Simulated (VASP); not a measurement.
# AlN (Pm-3m) in VASP: single point with PBE

Aim: the single point of AlN with PBE.

Program: VASP 6.6.1. These are calculated values, not measurements. Logs are shortened: lines on timing, memory, paths and dates and some standing lists are left out, and cuts for length are marked.

## Step 1: The cell of the first run

It takes space group Pm-3m (No. 221, cubic). The conventional cell has a = 2.585 Å, b = 2.585 Å, c = 2.585 Å, α = 90.00°, β = 90.00°, γ = 90.00°. Al (site symmetry m-3m) has 8 N at 2.24 Å and 6 Al at 2.59 Å within 3.0 Å. N (site symmetry m-3m) has 8 Al at 2.24 Å and 6 N at 2.59 Å within 3.0 Å.

## Step 2: Single point, PBE

The input, INCAR:

```
ALGO = Normal
EDIFF = 1E-6
ENCUT = 600
GGA = PE
GGA_COMPAT = F
ISIF = 2
ISMEAR = -1
LASPH = T
LCHARG = F
LREAL = F
LWAVE = F
NBANDS = 11
NELM = 120
PREC = Accurate
SIGMA = 0.02
```

The input, KPOINTS:

```
k-points
0
Gamma
  8 8 8
```

The input, POSCAR:

```
AlN
1.0
    2.5854596279      0.0000000000      0.0000000000
    0.0000000000      2.5854596279      0.0000000000
    0.0000000000      0.0000000000      2.5854596279
Al N
1 1
Direct
    0.0000000000      0.0000000000      0.0000000000
    0.5000000000      0.5000000000      0.5000000000
```

Potentials or basis: VASP PAW PBE potentials, release 64 (Al, N).

On the command line:

```
$ cat potpaw_PBE.64/Al/POTCAR potpaw_PBE.64/N/POTCAR > POTCAR
$ mpirun -np 1 vasp_std > vasp.out
```

OUTCAR:

```text
EDIFF = 1E-6
   ENCUT = 600
   GGA = PE
   ISIF = 2
   ISMEAR = -1
   LASPH = T
   LREAL = F
   NELM = 120
   PREC = Accurate

 ion  position               nearest neighbor table
   1  0.000  0.000  0.000-   2 2.24   2 2.24   2 2.24   2 2.24   2 2.24   2 2.24   2 2.24   2 2.24

   2  0.500  0.500  0.500-   1 2.24   1 2.24   1 2.24   1 2.24   1 2.24   1 2.24   1 2.24   1 2.24

  LATTYP: Found a simple cubic cell.
 ALAT       =     2.5854596279

  Lattice vectors:

 A1 = (   2.5854596279,   0.0000000000,   0.0000000000)
 A2 = (   0.0000000000,   2.5854596279,   0.0000000000)
 A3 = (   0.0000000000,   0.0000000000,   2.5854596279)

Analysis of symmetry for initial positions (statically):
=====================================================================
 Subroutine PRICEL returns:
 Original cell was already a primitive cell.

 Routine SETGRP: Setting up the symmetry group for a
 simple cubic supercell.

 Subroutine GETGRP returns: Found 48 space group operations
 (whereof 48 operations were pure point group operations)
 out of a pool of 48 trial point group operations.

The static configuration has the point symmetry O_h .

Analysis of symmetry for dynamics (positions and initial velocities):
=====================================================================
 Subroutine PRICEL returns:
 Original cell was already a primitive cell.

 Routine SETGRP: Setting up the symmetry group for a
 simple cubic supercell.

 Subroutine GETGRP returns: Found 48 space group operations
 (whereof 48 operations were pure point group operations)
 out of a pool of 48 trial point group operations.

The dynamic configuration has the point symmetry O_h .

 Subroutine INISYM returns: Found 48 space group operations
 (whereof 48 operations are pure point group operations),
 and found     1 'primitive' translations

----------------------------------------------------------------------------------------

                                     Primitive cell

  volume of cell :      17.2828

  direct lattice vectors                    reciprocal lattice vectors
     2.585459628  0.000000000  0.000000000     0.386778424  0.000000000  0.000000000
     0.000000000  2.585459628  0.000000000     0.000000000  0.386778424  0.000000000
     0.000000000  0.000000000  2.585459628     0.000000000  0.000000000  0.386778424

  length of vectors
     2.585459628  2.585459628  2.585459628     0.386778424  0.386778424  0.386778424
[... 81 lines left out ...]
   EDIFF  = 0.1E-05   stopping-criterion for ELM
   LREAL  =      F    real-space projection
   EDIFFG = 0.1E-04   stopping-criterion for IOM
   NSW    =      0    number of steps for IOM
   IBRION =     -1    ionic relax: 0-MD 1-quasi-New 2-CG
   NFREE  =      0    steps in history (QN), initial steepest desc. (CG)
   ISIF   =      2    stress and relaxation
   ISYM   =      2    0-nonsym 1-usesym 2-fastsym
   POTIM  = 0.5000    time-step for ionic-motion
   TEBEG  =    0.0;   TEEND  =   0.0 temperature during run
   PSTRESS=    0.0 pullay stress
   NELECT =       8.0000    total number of electrons
   NUPDOWN=      -1.0000    fix difference up-down
   EMIN   =  10.00;   EMAX   =-10.00  energy-range for DOS
   EFERMI =   0.00;   METHOD = LEGACY
   ISMEAR =    -1;   SIGMA  =   0.02  broadening in eV -4-tet -1-fermi 0-gaus
   EFERMI_NEDOS =   21; number of points for ismear=-14 and -15
   IALGO  =     38    algorithm
   IMIX   =      4    mixing-type and parameters
     AMIX     =   0.40;   BMIX     =  1.00
     AMIX_MAG =   1.60;   BMIX_MAG =  1.00
  volume/ion in A,a.u.               =       8.64        58.31
  Fermi-wavevector in a.u.,A,eV,Ry     =   1.266389  2.393128 21.820216  1.603741
  Thomas-Fermi vector in A             =   2.399592
   LORBIT       =      0    0 simple, 1 ext, 2 COOP (PROOUT), +10 PAW based schemes
   GGA     = PE    functional components
   LHFCALC =     F    Hartree Fock is set to
   AEXX    =    0.0000 exact exchange contribution
   IVDW    =     0    specifies the selected vdW correction
   LEPSILON=     F    determine dielectric tensor
   LRPA    =     F    only Hartree local field effects (RPA)
 non-spin polarized calculation
  energy-cutoff  :      600.00
  volume of cell :       17.28
 maximum number of plane-waves:       592
 NGX is ok and might be reduce to    24
   NGX = 11   NGY = 11   NGZ = 11

 number of electron       8.0000001 magnetization

 Free energy of the ion-electron system (eV)
  ---------------------------------------------------
  ext. energy  EPLUGINS =         0.00000000
  ---------------------------------------------------
  free energy    TOTEN  =       -11.41896009 eV

  energy without entropy =      -11.41805862  energy(sigma->0) =      -11.41850935

 E-fermi :  11.1642     XC(G=0): -12.2235

 val. band max:       11.1297164536   @ k =   0.5000   0.2500   0.0000
 cond. band min:      11.2143530922   @ k =   0.5000   0.3750   0.1250
 fundamental gap:      0.0846366386
 Fermi energy:        11.1642463443

 k-point     1 :       0.0000    0.0000    0.0000
  band No.  band energies     occupation
      1      -7.3945      2.00000
      2       9.5741      2.00000
      3       9.5741      2.00000
      4       9.5741      2.00000
      5      12.2412      0.00000
      6      17.4365      0.00000
      7      17.4365      0.00000
      8      27.1847      0.00000
      9      27.1847      0.00000
     10      27.1847      0.00000
     11      34.3693      0.00000
[... 309 lines left out ...]
 k-point    24 :       0.5000    0.3750    0.1250
  band No.  band energies     occupation
      1      -2.8119      2.00000
      2       3.3017      2.00000
      3       4.8754      2.00000
      4      10.4712      2.00000
      5      11.2144      0.15097
      6      18.7505      0.00000
      7      19.1529      0.00000
      8      24.7959      0.00000
      9      25.7756      0.00000
     10      27.9085      0.00000
     11      28.5879      0.00000

 [... further k-points ...]
[... 5 lines left out ...]
  --------------------------------------------------------------------------------------
  -------------------------------------------------------------------------------------
  Total        0.6645337      0.6645337      0.6645337     -0.0000000     -0.0000000      0.0000000
  in kB       61.6047628     61.6047628     61.6047628     -0.0000000     -0.0000000      0.0000000
  external PRESSURE =      61.6047628 kB  Pullay stress =       0.0000000 kB

 VOLUME and BASIS-vectors are now :
 -----------------------------------------------------------------------------
  energy-cutoff  :      600.00
  volume of cell :       17.28
      direct lattice vectors                 reciprocal lattice vectors
     2.585459628  0.000000000  0.000000000     0.386778424  0.000000000  0.000000000
     0.000000000  2.585459628  0.000000000     0.000000000  0.386778424  0.000000000
     0.000000000  0.000000000  2.585459628     0.000000000  0.000000000  0.386778424

 POSITION                                       TOTAL-FORCE (eV/Angst)
 -----------------------------------------------------------------------------------
      0.00000      0.00000      0.00000         0.000000      0.000000      0.000000
      1.29273      1.29273      1.29273         0.000000      0.000000      0.000000
 -----------------------------------------------------------------------------------
    total drift:                                0.000000     -0.000000     -0.000000

  FREE ENERGIE OF THE ION-ELECTRON SYSTEM (eV)
  ---------------------------------------------------
  free  energy   TOTEN  =       -11.4189600892 eV

  energy  without entropy=      -11.4180586202  energy(sigma->0) =      -11.41850935
```

OSZICAR:

```text
N       E                     dE             d eps       ncg     rms          rms(c)
DAV:   1     0.143849288121E+02    0.14385E+02   -0.42791E+03   770   0.705E+02
DAV:   2    -0.121598361795E+02   -0.26545E+02   -0.24436E+02   970   0.145E+02
DAV:   3    -0.131837739975E+02   -0.10239E+01   -0.10213E+01   911   0.259E+01
DAV:   4    -0.131882818522E+02   -0.45079E-02   -0.45074E-02   889   0.177E+00
DAV:   5    -0.131883127500E+02   -0.30898E-04   -0.30897E-04   905   0.143E-01    0.727E+00
DAV:   6    -0.114622611647E+02    0.17261E+01   -0.89098E+00   894   0.152E+01    0.235E+00
DAV:   7    -0.114395241729E+02    0.22737E-01   -0.14250E-01   821   0.339E+00    0.153E+00
DAV:   8    -0.114200727480E+02    0.19451E-01   -0.40994E-02   821   0.149E+00    0.509E-01
DAV:   9    -0.114189631043E+02    0.11096E-02   -0.16568E-03   830   0.239E-01    0.149E-01
DAV:  10    -0.114190380249E+02   -0.74921E-04   -0.44697E-04   932   0.126E-01    0.566E-02
DAV:  11    -0.114189606199E+02    0.77405E-04   -0.31708E-04   885   0.965E-02    0.938E-03
DAV:  12    -0.114189600892E+02    0.53076E-06   -0.71661E-06   825   0.199E-02
   1 F= -.11418960E+02 E0= -.11418509E+02  d E =-.901469E-03
```

stdout:

```text
POSCAR found type information on POSCAR AlN
 POSCAR found :  2 types and       2 ions
 scaLAPACK will be used
 LDA part: xc-table for (Slater+PW92), standard interpolation
 POSCAR, INCAR and KPOINTS ok, starting setup
 FFT: planning ... GRIDC
 FFT: planning ... GRID_SOFT
 FFT: planning ... GRID
 WAVECAR not read
 entering main loop
```

It took 12 s on 1 thread of Intel Xeon 8259CL, shared host; peak memory 0.13 GiB.

What came out:

```
Free energy            : -11.4190 eV
Pressure               : 6.2 GPa
Band gap on the k mesh : zero (band 4 reaches 11.34 eV, above the bottom of band 5 at 10.72 eV)
```

Levels at points of the mesh, in eV from the Fermi level:
| k point | band 1 | band 2 | band 3 | band 4 | band 5 | band 6 | band 7 | band 8 |
| --- | --- | --- | --- | --- | --- | --- | --- | --- |
| (0.00, 0.00, 0.00) | -18.56 | -1.59 | -1.59 | -1.59 | 1.08 | 6.27 | 6.27 | 16.02 |
| (0.50, 0.00, 0.00) | -15.85 | -10.37 | -0.53 | -0.53 | 4.80 | 7.62 | 10.02 | 12.08 |
| (0.50, 0.50, 0.00) | -13.73 | -7.43 | -7.43 | -1.49 | 0.53 | 9.74 | 9.74 | 12.25 |
| (0.50, 0.50, 0.50) | -11.88 | -5.08 | -5.08 | -5.08 | 1.46 | 1.46 | 1.46 | 7.83 |
